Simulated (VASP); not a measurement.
A run of VASP 6.6.1 is set up as follows.

The input INCAR:

```
SYSTEM = SrV
ALGO = Normal
EDIFF = 1E-6
ENCUT = 520
GGA = PE
ISIF = 2
ISMEAR = 1
ISPIN = 2
LASPH = .TRUE.
LCHARG = .FALSE.
LMAXMIX = 4
LORBIT = 11
LREAL = .FALSE.
LWAVE = .FALSE.
MAGMOM = 0 2
NBANDS = 22
NELM = 150
PREC = Accurate
SIGMA = 0.1
```

Contents of KPOINTS:

```
k-points
0
G
  7 7 7
  0 0 0
```

Contents of POSCAR:

```
SrV
1.0
    0.0000000000      2.7957652800      2.7957652800
    2.7957652800      0.0000000000      2.7957652800
    2.7957652800      2.7957652800      0.0000000000
Sr V
1 1
Direct
    0.0049290000     -0.0012480000     -0.0177750000
    0.5017010000      0.5044400000      0.4843830000
```

Potentials or basis: VASP PAW PBE potentials, release 64 (Sr_sv, V_sv).

The run is started by

```console
$ cat potpaw_PBE.64/Sr_sv/POTCAR potpaw_PBE.64/V_sv/POTCAR > POTCAR
$ mpirun -np 1 vasp_std > vasp.out
```

(1) What does it give for the largest force?

(2) What does it give for the site moments?

(3) Estimate the pressure.

Answers

(1) 0.098 eV/Å.

(2) Sr +0.15; V +2.50 μB.

(3) 19.7 GPa.
